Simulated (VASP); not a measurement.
A run of VASP 6.6.1 is set up as follows.

The input POSCAR:

```
Os
1.0
    1.6627916808      0.9600132245      3.0834478148
   -1.6627916808      0.9600132245      3.0834478148
    0.0000000000     -1.9200264490      3.0834478148
Os
2
Direct
    0.2275400000      0.2275400000      0.2275400000
    0.7724600000      0.7724600000      0.7724600000
```

The input INCAR.step1:

```
PREC = Accurate
ENCUT = 520
ISMEAR = 0
SIGMA = 0.1
LREAL = F
LASPH = T
NELM = 100
NBANDS = 15
GGA = PE
ALGO = Normal
EDIFF = 1E-4
LWAVE = T
LCHARG = F
```

INCAR.step2

```
PREC = Accurate
ENCUT = 520
EDIFF = 1E-7
ISMEAR = 0
SIGMA = 0.1
LREAL = F
LASPH = T
NELM = 100
ALGO = Normal
ISIF = 2
LWAVE = F
LCHARG = F
METAGGA = R2SCAN
LMIXTAU = T
NBANDS = 15
ISTART = 1
```

File KPOINTS:

```
regular mesh
0
Gamma
  6 6 6
```

Potentials or basis: VASP PAW PBE potentials, release 64 (Os).

Run with:

```bash
$ cat potpaw_PBE.64/Os/POTCAR > POTCAR
$ cp INCAR.step1 INCAR
$ mpirun -np 1 vasp_std > vasp.out
$ cp INCAR.step2 INCAR
$ mpirun -np 1 vasp_std > vasp.out
```

Q: Predict the pressure.

A: 71.1 GPa.

Q: Estimate the band gap on the k mesh.

A: Zero (band 8 reaches 11.79 eV, above the bottom of band 9 at 8.13 eV).

Stress tensor (GPa, compression positive):
```
79.77  0.00  0.00
 0.00 79.77  0.00
 0.00  0.00 53.62
```

Caveat: the k points lie up to 0.38 Å⁻¹ apart; the PAW data sets were made with another functional, which shifts forces and pressure a little; spin-orbit coupling is left out, which moves the levels of the heavy elements.
